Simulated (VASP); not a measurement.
Here is a VASP 6.6.1 calculation.

Contents of INCAR:

```
SYSTEM = Ru
ALGO = Fast ; EDIFF = 1E-7
ENCUT = 520 ; GGA = PS
ISIF = 2 ; ISMEAR = 0
LASPH = .True. ; LCHARG = .False.
LREAL = .False. ; LWAVE = .False.
NBANDS = 21 ; NELM = 60
PREC = Accurate ; SIGMA = 0.15
```

KPOINTS

```
k-points
0
Gamma
  21 21 12
  0 0 0
```

The input POSCAR:

```
Ru
1.0
    2.6469040703      0.0000000000      0.0000000000
   -1.3234520351      2.2922861663      0.0000000000
    0.0000000000      0.0000000000      4.3909491622
Ru
2
Direct
    0.3333333333      0.6666666667      0.2500000000
    0.6666666667      0.3333333333      0.7500000000
```

Potentials or basis: VASP PAW PBE potentials, release 64 (Ru_pv).

The run is started by

```console
$ cat potpaw_PBE.64/Ru_pv/POTCAR > POTCAR
$ mpirun -np 1 vasp_std > vasp.out
```

Task: Predict the band gap on the k mesh.

Result: Zero (band 14 reaches 14.81 eV, above the bottom of band 15 at 11.51 eV).

Task: Predict the pressure.

Result: 0.2 GPa.

Stress tensor (GPa, compression positive):
```
  8.36   0.00   0.00
  0.00   8.36   0.00
  0.00   0.00 -16.03
```

Caveat: the PAW data sets were made with another functional, which shifts forces and pressure a little.
